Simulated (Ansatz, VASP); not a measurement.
# Co: VASP beside Ansatz

```xyz
4
Lattice="2.4706 0.0000 0.0000 -1.2353 2.1396 0.0000 0.0000 0.0000 8.0882" Properties=species:S:1:pos:R:3 pbc="T T T"
Co    0.0000    0.0000    0.0000
Co    0.0000    1.4264    2.0221
Co    0.0000    0.0000    4.0441
Co    1.2353    0.7132    6.0662
```

Alike in both runs: task single point; functional PBE; k mesh 11 × 11 × 3; collinear spin.

|  | VASP | Ansatz |
| --- | --- | --- |
| version | VASP 6.6.1 | Ansatz 0.2.0 |
| potentials or method | VASP PAW PBE potentials, release 64 (Co), cutoff 520 eV | plane waves, PAW |
| occupations | fermi-dirac, width 0.1 eV | fermi-dirac |
| valence electrons in the cell | 36 | 68 |

```csv
,VASP,Ansatz,Ansatz less VASP
gap on the k mesh at the Fermi level (eV),none,none,-
net moment per atom (μB),1.58,1.59,+0.008
size of the moment on the site where the two differ most (μB),1.60,1.67,+0.064
```

Site moments also hang on the region over which each program counts them. A gap of «none» marks a metal or a gap that the smearing closes. VASP's potentials hold 36 valence electrons a cell and Ansatz's 68, so a difference there can come from the potentials and not from the codes. Ansatz's warnings: moment headroom below auto.
